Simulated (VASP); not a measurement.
Write the native input for VASP 6.6.1 that does the following.

| Property | Result |
| --- | --- |
| Task | single point |
| Functional | PBEsol |
| Potentials or basis | VASP PAW PBE potentials, release 64 (Al, N) |
| Cutoff | 520 eV |
| k mesh | 6 × 6 × 4 |
| Occupations | gaussian, width 0.01 eV |
| Spin | no spin polarisation |
| Dipole correction | no |
| Further INCAR settings | ALGO = Normal; EDIFF = 1e-06; NBANDS = 16 |

The structure of AlN lies in POSCAR:

```
AlN
1.0
    3.1130000000      0.0000000000      0.0000000000
   -1.5565000000      2.6959370800      0.0000000000
    0.0000000000      0.0000000000      4.9810000000
Al N
2 2
Direct
    0.3333333340      0.6666666679      0.0000000000
    0.6666666660      0.3333333321      0.5000000000
    0.3333333340      0.6666666679      0.3800000000
    0.6666666660      0.3333333321      0.8800000000
```

One way to write it, as run:

INCAR

```
  PREC = Accurate
  ENCUT = 520
  EDIFF = 1E-6
  ISMEAR = 0
  SIGMA = 0.01
  LREAL = F
  LASPH = T
  NELM = 60
  ALGO = Normal
  ISIF = 2
  LWAVE = F
  LCHARG = F
  GGA = PS
  NBANDS = 16
```

KPOINTS

```
Automatic mesh
0
Gamma
  6 6 4
```

Potentials or basis: VASP PAW PBE potentials, release 64 (Al, N).

Run with:

```bash
$ cat potpaw_PBE.64/Al/POTCAR potpaw_PBE.64/N/POTCAR > POTCAR
$ mpirun -np 1 vasp_std > vasp.out
```

It gave:

| Quantity | Value |
| --- | --- |
| Pressure | 0.2 GPa |
| Largest force | 0.133 eV/Å |
| Band gap on the k mesh | 4.15 eV, direct |

Caveat: the PAW data sets were made with another functional, which shifts forces and pressure a little.

Run time: 6.8 s on 1 thread of Intel Xeon 6975P-C (shared host), peak memory 0.15 GiB.
